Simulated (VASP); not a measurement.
Runs of VASP 6.6.1 on SnSe. The structure is that of space group Fm-3m (No. 225), or close to it. The cells are those of the table. 

| task | cell | k mesh | smearing | gap on the mesh (eV) | pressure (GPa) |
| --- | --- | --- | --- | --- | --- |
| single point | a = 4.204 Å, angles 60.0°, 2 atoms | 8 × 8 × 8 | gaussian 0.02 eV | 0.75 | 0.0 |
| relaxation of cell and atoms | relaxed from a = 4.050 Å, angles 60.0°, 2 atoms | 8 × 8 × 8 | gaussian 0.02 eV | 0.75 | 0.0 |
| relaxation of cell and atoms | relaxed from a = 4.204 Å, angles 60.0°, 2 atoms | 8 × 8 × 8 | gaussian 0.02 eV | 0.75 | 0.0 |
| single point | a = 4.050 Å, angles 60.0°, 2 atoms | 6 × 6 × 6 | gaussian 0.1 eV | 1.19 | (a) |

Alike in all rows: level PBEsol; potentials or basis VASP PAW PBE potentials, release 64 (Sn_d, Se); no spin polarisation; cutoff (eV) 500.

Problem. Estimate the missing entries.

Solution. (a) 7.7.

Caveats: the PAW data sets were made with another functional, which shifts forces and pressure a little; spin-orbit coupling is left out, which moves the levels of the heavy elements; semilocal functionals underestimate gaps, and a narrow one can read as zero (at least some runs); the relaxation stopped at its first step, so nothing moved (at least some runs); the cell stands under pressure (at least some runs).

A k mesh can miss the band edges, and the runs leave out spin-orbit coupling on Se, Sn.
